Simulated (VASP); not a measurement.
Here is a VASP 6.6.1 calculation.

INCAR

```
SYSTEM = InP
PREC     = Accurate       ! precision mode
ENCUT    = 500            ! plane-wave cutoff, eV
EDIFF    = 1E-8           ! SCF threshold, eV
ISMEAR   = 0              ! smearing method
SIGMA    = 0.01           ! smearing width, eV
LREAL    = .FALSE.        ! projectors in reciprocal space
LASPH    = .TRUE.         ! aspherical terms in the spheres
NELM     = 120            ! most SCF steps
ALGO     = Normal         ! electronic algorithm
ISIF     = 2              ! what is computed and relaxed
LWAVE    = .FALSE.        ! write WAVECAR
LCHARG   = .TRUE.         ! write CHGCAR
GGA      = CA             ! functional
NBANDS   = 16             ! bands
IBRION   = 8              ! ionic algorithm
NSW      = 1              ! ionic steps
LEPSILON = .TRUE.         ! dielectric tensor by DFPT
GGA_COMPAT= .FALSE.
```

KPOINTS

```
Automatic mesh
0
G
  8 8 8
  0 0 0
```

File POSCAR:

```
InP
1.0
    0.0000000000      2.9140195915      2.9140195915
    2.9140195915      0.0000000000      2.9140195915
    2.9140195915      2.9140195915      0.0000000000
In P
1 1
Direct
    0.0000000000      0.0000000000      0.0000000000
    0.7500000000      0.7500000000      0.7500000000
```

Potentials or basis: VASP PAW LDA potentials, release 64 (In_d, P).

Launch:

```sh
$ cat potpaw_LDA.64/In_d/POTCAR potpaw_LDA.64/P/POTCAR > POTCAR
$ mpirun -np 1 vasp_std > vasp.out
```

(1) Predict the electronic dielectric tensor (diagonal).

(2) Predict the Born charges (mean of the diagonal).

(3) What does it give for the highest phonon frequency at Γ, LO-TO splitting left out?

Results:

(1) 17.75.

(2) In +2.59; P -2.59 e.

(3) 303 cm⁻¹.
